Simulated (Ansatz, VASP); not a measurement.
## CdTe: VASP beside Ansatz

Contents of POSCAR:

```
CdTe
1.0
    0.0000000000      3.1395734784      3.1395734784
    3.1395734784      0.0000000000      3.1395734784
    3.1395734784      3.1395734784      0.0000000000
Te Cd
1 1
Direct
    0.7500000000      0.7500000000      0.7500000000
    0.0000000000      0.0000000000      0.0000000000
```

Contents of INCAR.step1:

```
PREC     = Accurate       # precision mode
ENCUT    = 520            # plane-wave cutoff, eV
EDIFF    = 1E-5           # SCF threshold, eV
ISMEAR   = -1             # smearing method
SIGMA    = 0.05           # smearing width, eV
LREAL    = False          # projectors in reciprocal space
LASPH    = True           # aspherical terms in the spheres
NELM     = 80             # most SCF steps
ALGO     = Normal         # electronic algorithm
ISIF     = 2              # what is computed and relaxed
LWAVE    = True           # write WAVECAR
LCHARG   = False          # write CHGCAR
GGA      = PE             # functional
NBANDS   = 16             # bands
```

Contents of INCAR.step2:

```
PREC     = Accurate       # precision mode
ENCUT    = 520            # plane-wave cutoff, eV
EDIFF    = 1E-6           # SCF threshold, eV
ISMEAR   = -1             # smearing method
SIGMA    = 0.05           # smearing width, eV
LREAL    = False          # projectors in reciprocal space
LASPH    = True           # aspherical terms in the spheres
NELM     = 80             # most SCF steps
ALGO     = Normal         # electronic algorithm
ISIF     = 2              # what is computed and relaxed
LWAVE    = False          # write WAVECAR
LCHARG   = False          # write CHGCAR
METAGGA  = R2SCAN         # meta-GGA
LHFCALC  = True           # exact exchange
AEXX     = 0.25           # exact-exchange fraction
LMIXTAU  = True         
PRECFOCK = Normal       
ISTART   = 1            
NBANDS   = 16             # bands
```

The input KPOINTS:

```
Automatic mesh
0
Gamma
  4 4 4
```

input.yaml

```yaml
crystal:
  lattice:
    - [0.0, 3.1395734784, 3.1395734784]
    - [3.1395734784, 0.0, 3.1395734784]
    - [3.1395734784, 3.1395734784, 0.0]
  atoms:
    - { symbol: Te, position: [0.75, 0.75, 0.75] }
    - { symbol: Cd, position: [0.0, 0.0, 0.0] }
hamiltonian:
  xc: r2scan0
  pseudopotentials: { kind: paw }
kpoints:
  mp_grid: { grid: [4, 4, 4] }
scf:
  occupations: { method: fermi_dirac, width: 0.05 }
output:
  forces: true
  stress: true
  eigenvalues: true
```

Alike in both runs: task single point; functional r2SCAN0; k mesh 4 × 4 × 4; occupations fermi-dirac, width 0.05 eV; no spin polarisation.

```csv
,VASP,Ansatz
version,VASP 6.6.1,Ansatz 0.2.0
potentials or method,"VASP PAW PBE potentials, release 64 (Te, Cd)",Ansatz PAW
plane-wave cutoff (eV),520,500
valence electrons in the cell,18,36
```

VASP gave:

```
gap on the k mesh at the Fermi level (eV) : 2.89
least direct gap on the mesh (eV)         : 2.89
pressure (GPa)                            : 6.7
```

Q: Estimate Ansatz's values.

A: gap on the k mesh at the Fermi level (eV): 2.94; least direct gap on the mesh (eV): 2.94; pressure (GPa): 6.8.

VASP's potentials were made for PBE, not for r2SCAN0. VASP's potentials hold 18 valence electrons a cell and Ansatz's 36, so a difference there can come from the potentials and not from the codes.

The k mesh is coarse, so the values compare programs but aren't converged. Neither program's run includes spin-orbit coupling.
